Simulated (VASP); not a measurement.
# SrTiO3 (Amm2) in VASP: notebook

Runs on SrTiO3. Level: PBE. Tasks: single point.

All numbers are computed with VASP 6.6.1; they aren't measurements. Logs are shortened: lines on timing, memory, paths and dates and some standing lists are left out, and cuts for length are marked.

## Step 1: The cell of the first run

It takes space group Amm2 (No. 38, orthorhombic). The conventional cell has a = 3.936 Å, b = 5.567 Å, c = 5.567 Å, α = 90.00°, β = 90.00°, γ = 90.00°. Within 3.1 Å of Sr (site symmetry mm2) lie 11 O at 2.33 to 3.03 Å and 2 Ti at 3.05 Å. Within 2.6 Å of Ti (site symmetry mm2) lie 6 O at 1.97 Å. Within 2.6 Å of O (site symmetry mm2) lie 2 Ti at 1.97 Å and 1 Sr at 2.33 Å. Within 2.6 Å of O (site symmetry m) lie 2 Ti at 1.97 Å and 2 Sr at 2.59 Å.

## Step 2: Single point, PBE (atom 1 (Sr) moved -0.450 Å towards its neighbour atom 3 (O) at 2.783 Å)

INCAR

```
SYSTEM = SrTiO3
PREC = Accurate ; ENCUT = 520
EDIFF = 1E-7 ; ISMEAR = 0
SIGMA = 0.05 ; LREAL = .FALSE.
LASPH = .TRUE. ; NELM = 80
ALGO = Normal ; ISIF = 2
LWAVE = .FALSE. ; LCHARG = .TRUE.
GGA = PE ; LELF = .TRUE.
LVHAR = .TRUE. ; NBANDS = 28
```

KPOINTS

```
Automatic mesh
0
G
  8 8 8
  0 0 0
```

POSCAR

```
SrTiO3
1.0
    3.9364035669      0.0000000000      0.0000000000
    0.0000000000      3.9364035669      0.0000000000
    0.0000000000      0.0000000000      3.9364035669
Sr Ti O
1 1 3
Direct
    0.0000000000      0.0808347127      0.0808347127
    0.5000000000      0.5000000000      0.5000000000
    0.0000000000      0.5000000000      0.5000000000
    0.5000000000      0.0000000000      0.5000000000
    0.5000000000      0.5000000000      0.0000000000
```

Potentials or basis: VASP PAW PBE potentials, release 64 (Sr_sv, Ti_sv, O).

On the command line:

```sh
$ cat potpaw_PBE.64/Sr_sv/POTCAR potpaw_PBE.64/Ti_sv/POTCAR potpaw_PBE.64/O/POTCAR > POTCAR
$ mpirun -np 1 vasp_std > vasp.out
```

OUTCAR:

```text
SYSTEM = SrTiO3
   PREC = Accurate
   ENCUT = 520
   EDIFF = 1E-7
   ISMEAR = 0
   LREAL = .FALSE.
   LASPH = .TRUE.
   NELM = 80
   ISIF = 2
   GGA = PE

 ion  position               nearest neighbor table
   1  0.000  0.081  0.081-   3 2.33   4 2.59   5 2.59   4 2.59   5 2.59   3 2.82   3 2.82   4 3.03
                             5 3.03   4 3.03   5 3.03   2 3.05   2 3.05   3 3.23   2 3.44   2 3.44
   2  0.500  0.500  0.500-   3 1.97   4 1.97   5 1.97   5 1.97   4 1.97   3 1.97   1 3.05   1 3.05
                             1 3.44   1 3.44   1 3.44   1 3.44   1 3.79   1 3.79
   3  0.000  0.500  0.500-   2 1.97   2 1.97   1 2.33   1 2.82   1 2.82   1 3.23
   4  0.500  0.000  0.500-   2 1.97   2 1.97   1 2.59   1 2.59   1 3.03   1 3.03
   5  0.500  0.500  0.000-   2 1.97   2 1.97   1 2.59   1 2.59   1 3.03   1 3.03

  LATTYP: Found a simple cubic cell.
 ALAT       =     3.9364035669

  Lattice vectors:

 A1 = (   3.9364035669,   0.0000000000,   0.0000000000)
 A2 = (   0.0000000000,   3.9364035669,   0.0000000000)
 A3 = (   0.0000000000,   0.0000000000,   3.9364035669)

Analysis of symmetry for initial positions (statically):
=====================================================================
 Subroutine PRICEL returns:
 Original cell was already a primitive cell.

 Routine SETGRP: Setting up the symmetry group for a
 simple cubic supercell.

 Subroutine GETGRP returns: Found  4 space group operations
 (whereof  4 operations were pure point group operations)
 out of a pool of 48 trial point group operations.

The static configuration has the point symmetry C_2v.

Analysis of symmetry for dynamics (positions and initial velocities):
=====================================================================
 Subroutine PRICEL returns:
 Original cell was already a primitive cell.

 Routine SETGRP: Setting up the symmetry group for a
 simple cubic supercell.

 Subroutine GETGRP returns: Found  4 space group operations
 (whereof  4 operations were pure point group operations)
 out of a pool of 48 trial point group operations.

The dynamic configuration has the point symmetry C_2v.

 Subroutine INISYM returns: Found  4 space group operations
 (whereof  4 operations are pure point group operations),
 and found     1 'primitive' translations

----------------------------------------------------------------------------------------

                                     Primitive cell

  volume of cell :      60.9956

  direct lattice vectors                    reciprocal lattice vectors
     3.936403567  0.000000000  0.000000000     0.254038993  0.000000000  0.000000000
     0.000000000  3.936403567  0.000000000     0.000000000  0.254038993  0.000000000
     0.000000000  0.000000000  3.936403567     0.000000000  0.000000000  0.254038993

  length of vectors
     3.936403567  3.936403567  3.936403567     0.254038993  0.254038993  0.254038993

  position of ions in fractional coordinates (direct lattice)
     0.000000000  0.080834713  0.080834713
     0.500000000  0.500000000  0.500000000
     0.000000000  0.500000000  0.500000000
     0.500000000  0.000000000  0.500000000
     0.500000000  0.500000000  0.000000000

  ion indices of the primitive-cell ions
   primitive index   ion index
                 1           1
                 2           2
                 3           3
                 4           4
                 5           5

----------------------------------------------------------------------------------------

 KPOINTS: Automatic mesh

Automatic generation of k-mesh.
 Grid dimensions read from file:
 generate k-points for:    8    8    8

 Generating k-lattice:

  Cartesian coordinates                     Fractional coordinates (reciprocal lattice)
     0.031754874  0.000000000  0.000000000     0.125000000  0.000000000  0.000000000
     0.000000000  0.031754874  0.000000000     0.000000000  0.125000000  0.000000000
     0.000000000  0.000000000  0.031754874     0.000000000  0.000000000  0.125000000

  Length of vectors
     0.031754874  0.031754874  0.031754874

  Shift w.r.t. Gamma in fractional coordinates (k-lattice)
     0.000000000  0.000000000  0.000000000

 Subroutine IBZKPT returns following result:
 ===========================================

 Found    105 irreducible k-points:

 Following reciprocal coordinates:
            Coordinates               Weight
  0.000000  0.000000  0.000000      1.000000
  0.125000  0.000000  0.000000      2.000000
  0.000000  0.125000  0.000000      4.000000
  0.250000  0.000000  0.000000      2.000000
  0.000000  0.250000  0.000000      4.000000
  0.375000  0.000000  0.000000      2.000000
[... 16 lines left out ...]
  0.125000  0.000000  0.500000      4.000000
  0.250000  0.250000  0.000000      8.000000
 [... further k-points ...]
   k-points           NKPTS =    105   k-points in BZ     NKDIM =    105   number of bands    NBANDS=     28
   number of dos      NEDOS =    301   number of ions     NIONS =      5
   total plane-waves  NPLWV =  27000
   dimension x,y,z NGX =    30 NGY =   30 NGZ =   30
   dimension x,y,z NGXF=    60 NGYF=   60 NGZF=   60
   ions per type =               1   1   3
   NGX,Y,Z   is equivalent  to a cutoff of  12.67, 12.67, 12.67 a.u.
   NGXF,Y,Z  is equivalent  to a cutoff of  25.34, 25.34, 25.34 a.u.
 SYSTEM =  SrTiO3
   PREC   = accura    normal or accurate (medium, high low for compatibility)
   ISTART =      0    job   : 0-new  1-cont  2-samecut
   ICHARG =      2    charge: 1-file 2-atom 10-const
   ISPIN  =      1    spin polarized calculation?
   LNONCOLLINEAR =      F non collinear calculations
   LSORBIT =      F    spin-orbit coupling
   LASPH  =      T    aspherical Exc in radial PAW
   ENCUT  =  520.0 eV  38.22 Ry    6.18 a.u.   7.32  7.32  7.32*2*pi/ulx,y,z
   NELM   =     80;   NELMIN=  2; NELMDL= -5     # of ELM steps
   EDIFF  = 0.1E-06   stopping-criterion for ELM
   LREAL  =      F    real-space projection
   EDIFFG = 0.1E-05   stopping-criterion for IOM
   NSW    =      0    number of steps for IOM
   IBRION =     -1    ionic relax: 0-MD 1-quasi-New 2-CG
   NFREE  =      0    steps in history (QN), initial steepest desc. (CG)
   ISIF   =      2    stress and relaxation
   ISYM   =      2    0-nonsym 1-usesym 2-fastsym
   POTIM  = 0.5000    time-step for ionic-motion
   TEBEG  =    0.0;   TEEND  =   0.0 temperature during run
   PSTRESS=    0.0 pullay stress
   NELECT =      40.0000    total number of electrons
   NUPDOWN=      -1.0000    fix difference up-down
   EMIN   =  10.00;   EMAX   =-10.00  energy-range for DOS
   EFERMI =   0.00;   METHOD = LEGACY
   ISMEAR =     0;   SIGMA  =   0.05  broadening in eV -4-tet -1-fermi 0-gaus
   EFERMI_NEDOS =   21; number of points for ismear=-14 and -15
   IALGO  =     38    algorithm
   IMIX   =      4    mixing-type and parameters
     AMIX     =   0.40;   BMIX     =  1.00
     AMIX_MAG =   1.60;   BMIX_MAG =  1.00
  volume/ion in A,a.u.               =      12.20        82.32
  Fermi-wavevector in a.u.,A,eV,Ry     =   1.422313  2.687782 27.524240  2.022975
  Thomas-Fermi vector in A             =   2.543030
   LORBIT       =      0    0 simple, 1 ext, 2 COOP (PROOUT), +10 PAW based schemes
   GGA     = PE    functional components
   LHFCALC =     F    Hartree Fock is set to
   AEXX    =    0.0000 exact exchange contribution
   IVDW    =     0    specifies the selected vdW correction
   LEPSILON=     F    determine dielectric tensor
   LRPA    =     F    only Hartree local field effects (RPA)
 non-spin polarized calculation
 Gauss-broadening in eV      SIGMA  =   0.05
  energy-cutoff  :      520.00
  volume of cell :       61.00
 maximum number of plane-waves:      1671
 NGX is ok and might be reduce to    30
   NGX = 15   NGY = 15   NGZ = 15

 number of electron      39.9999990 magnetization

 Free energy of the ion-electron system (eV)
  ---------------------------------------------------
  ext. energy  EPLUGINS =         0.00000000
  ---------------------------------------------------
  free energy    TOTEN  =       -39.65345074 eV

  energy without entropy =      -39.65345074  energy(sigma->0) =      -39.65345074

 E-fermi :   4.1937     XC(G=0): -11.0867

 val. band max:        3.9002446785   @ k =   0.0000   0.5000   0.5000
 cond. band min:       5.5740344178   @ k =   0.0000   0.0000   0.0000
 fundamental gap:      1.6737897393
 Fermi energy:         4.1937093203

 k-point     1 :       0.0000    0.0000    0.0000
  band No.  band energies     occupation
      1     -52.7087      2.00000
      2     -28.9642      2.00000
      3     -28.9623      2.00000
      4     -28.9261      2.00000
      5     -28.6585      2.00000
      6     -13.6131      2.00000
[... 20 lines left out ...]
     27       9.8977      0.00000
     28      10.0437      0.00000

 k-point     2 :       0.1250    0.0000    0.0000
  band No.  band energies     occupation
      1     -52.7085      2.00000
      2     -28.9876      2.00000
      3     -28.9547      2.00000
      4     -28.9257      2.00000
      5     -28.6483      2.00000
      6     -13.5922      2.00000
[... 20 lines left out ...]
     27      10.0655      0.00000
     28      10.3201      0.00000

 k-point     3 :       0.0000    0.1250    0.0000
  band No.  band energies     occupation
      1     -52.7085      2.00000
      2     -28.9742      2.00000
      3     -28.9620      2.00000
      4     -28.9302      2.00000
      5     -28.6500      2.00000
      6     -13.6271      2.00000
[... 20 lines left out ...]
     27      10.1961      0.00000
     28      10.3272      0.00000

 k-point     4 :       0.2500    0.0000    0.0000
  band No.  band energies     occupation
      1     -52.7080      2.00000
      2     -29.0277      2.00000
      3     -28.9492      2.00000
      4     -28.9248      2.00000
      5     -28.6269      2.00000
      6     -13.6020      2.00000
[... 20 lines left out ...]
     27      10.5220      0.00000
     28      11.1360      0.00000

 k-point     5 :       0.0000    0.2500    0.0000
  band No.  band energies     occupation
      1     -52.7081      2.00000
      2     -29.0030      2.00000
      3     -28.9610      2.00000
      4     -28.9331      2.00000
      5     -28.6317      2.00000
      6     -13.6930      2.00000
[... 20 lines left out ...]
     27      10.8228      0.00000
     28      11.1939      0.00000

 k-point     6 :       0.3750    0.0000    0.0000
  band No.  band energies     occupation
      1     -52.7075      2.00000
      2     -29.0635      2.00000
      3     -28.9446      2.00000
      4     -28.9239      2.00000
      5     -28.6087      2.00000
      6     -13.6832      2.00000
[... 463 lines left out ...]
      5     -28.6037      2.00000
      6     -13.6510      2.00000
[... 20 lines left out ...]
     27      11.5126      0.00000
     28      11.9297      0.00000

 k-point    22 :       0.0000    0.5000    0.1250
  band No.  band energies     occupation
      1     -52.7072      2.00000
      2     -29.0416      2.00000
      3     -28.9594      2.00000
      4     -28.9423      2.00000
      5     -28.6089      2.00000
      6     -13.7642      2.00000
[... 20 lines left out ...]
     27      11.7535      0.00000
     28      12.4113      0.00000

 k-point    23 :       0.1250    0.0000    0.5000
  band No.  band energies     occupation
      1     -52.7072      2.00000
      2     -29.0398      2.00000
      3     -28.9708      2.00000
      4     -28.9318      2.00000
      5     -28.6100      2.00000
      6     -13.7454      2.00000
[... 20 lines left out ...]
     27      11.7285      0.00000
     28      12.4530      0.00000

 k-point    24 :       0.2500    0.2500    0.0000
  band No.  band energies     occupation
      1     -52.7074      2.00000
      2     -29.0219      2.00000
      3     -28.9763      2.00000
      4     -28.9312      2.00000
      5     -28.6186      2.00000
      6     -13.5069      2.00000
[... 20 lines left out ...]
     27      11.2971      0.00000
     28      11.7276      0.00000

 [... further k-points ...]
[... 5 lines left out ...]
  --------------------------------------------------------------------------------------
  -------------------------------------------------------------------------------------
  Total        2.2244548      2.1073329      2.1073329      0.0000000      2.0659003      0.0000000
  in kB       58.4299238     55.3534746     55.3534746      0.0000000     54.2651609      0.0000000
  external PRESSURE =      56.3789577 kB  Pullay stress =       0.0000000 kB

 VOLUME and BASIS-vectors are now :
 -----------------------------------------------------------------------------
  energy-cutoff  :      520.00
  volume of cell :       61.00
      direct lattice vectors                 reciprocal lattice vectors
     3.936403567  0.000000000  0.000000000     0.254038993  0.000000000  0.000000000
     0.000000000  3.936403567  0.000000000     0.000000000  0.254038993  0.000000000
     0.000000000  0.000000000  3.936403567     0.000000000  0.000000000  0.254038993

 POSITION                                       TOTAL-FORCE (eV/Angst)
 -----------------------------------------------------------------------------------
      0.00000      0.31820      0.31820         0.000000     -1.763060     -1.763060
      1.96820      1.96820      1.96820         0.000000      1.014456      1.014456
      0.00000      1.96820      1.96820         0.000000      0.393580      0.393580
      1.96820      0.00000      1.96820         0.000000      0.373037     -0.018012
      1.96820      1.96820      0.00000         0.000000     -0.018012      0.373037
 -----------------------------------------------------------------------------------
    total drift:                                0.000000     -0.000020     -0.000020

  FREE ENERGIE OF THE ION-ELECTRON SYSTEM (eV)
  ---------------------------------------------------
  free  energy   TOTEN  =       -39.6534507431 eV

  energy  without entropy=      -39.6534507431  energy(sigma->0) =      -39.65345074
```

It took 4.7 min on 1 thread of Intel Xeon 8259CL, shared host; peak memory 0.3 GiB.

What came out:

```
Free energy            : -39.6535 eV
Pressure               : 5.6 GPa
Largest force          : 2.493 eV/Å
Band gap on the k mesh : 1.67 eV (least direct gap 2.06 eV)
```

Forces on the atoms (eV/Å):
```
Sr   0.000 -1.763 -1.763
Ti   0.000  1.014  1.014
O    0.000  0.394  0.394
O    0.000  0.373 -0.018
O    0.000 -0.018  0.373
```

Caveat: the cell differs from its parent crystal (atom 1 (Sr) moved -0.450 Å towards its neighbour atom 3 (O) at 2.783 Å); the cell stands under pressure; forces of over 1 eV/Å act on the atoms, so gaps and moduli don't describe the material at rest. A k mesh can miss the band edges.

## Step 3: Single point, PBE (atom 1 (Sr) moved +0.300 Å towards its neighbour atom 3 (O) at 2.783 Å)

INCAR

```
PREC = Accurate ; ENCUT = 520
EDIFF = 1E-6 ; ISMEAR = 0
SIGMA = 0.05 ; LREAL = False
LASPH = True ; NELM = 100
ALGO = Normal ; ISIF = 2
LWAVE = False ; LCHARG = False
GGA = PE ; NBANDS = 28
```

KPOINTS

```
regular mesh
0
Gamma
  8 8 8
```

Changes to POSCAR since step 2:

```diff
@@ -8,3 +8,3 @@
 Direct
-    0.0000000000      0.0808347127      0.0808347127
+    0.0000000000     -0.0538898085     -0.0538898085
     0.5000000000      0.5000000000      0.5000000000
```

Potentials or basis: VASP PAW PBE potentials, release 64 (Sr_sv, Ti_sv, O).

On the command line:

```sh
$ cat potpaw_PBE.64/Sr_sv/POTCAR potpaw_PBE.64/Ti_sv/POTCAR potpaw_PBE.64/O/POTCAR > POTCAR
$ mpirun -np 1 vasp_std > vasp.out
```

Wall time 3.8 min (1 thread of Intel Xeon 8259CL, shared host); peak memory 0.3 GiB.

It converged, with:

| Property | Result |
| --- | --- |
| Free energy | -39.9303 eV |
| Pressure | 2.7 GPa |
| Largest force | 1.294 eV/Å |
| Band gap on the k mesh | 1.77 eV (least direct gap 2.13 eV) |

Forces in eV/Å, atoms in the order of the input:
```
Sr   0.000  0.915  0.915
Ti   0.000 -0.636 -0.636
O    0.000 -0.072 -0.072
O    0.000 -0.246  0.038
O    0.000  0.038 -0.246
```

Stress tensor (GPa, compression positive):
```
2.86 0.00 0.00
0.00 2.68 2.30
0.00 2.30 2.68
```

Levels at points of the mesh, in eV from the valence-band top:
```
           k point  band 18  band 19  band 20  band 21  band 22  band 23
(0.00, 0.00, 0.00)    -0.39    -0.38    -0.35     1.77     1.84     1.85
(0.50, 0.00, 0.00)    -1.68    -0.73    -0.67     1.96     3.60     3.65
(0.00, 0.50, 0.00)    -1.78    -0.75    -0.74     1.93     3.64     3.66
(0.50, 0.50, 0.00)    -1.52    -1.49    -0.12     3.64     3.67     4.11
(0.00, 0.50, 0.50)    -1.57    -1.51    -0.02     3.65     3.66     4.14
(0.50, 0.50, 0.50)    -0.12    -0.02     0.00     4.27     4.30     4.31
```

Caveat: the cell differs from its parent crystal (atom 1 (Sr) moved +0.300 Å towards its neighbour atom 3 (O) at 2.783 Å); forces of over 1 eV/Å act on the atoms, so gaps and moduli don't describe the material at rest.

(Part 1 of 2 ends here.)
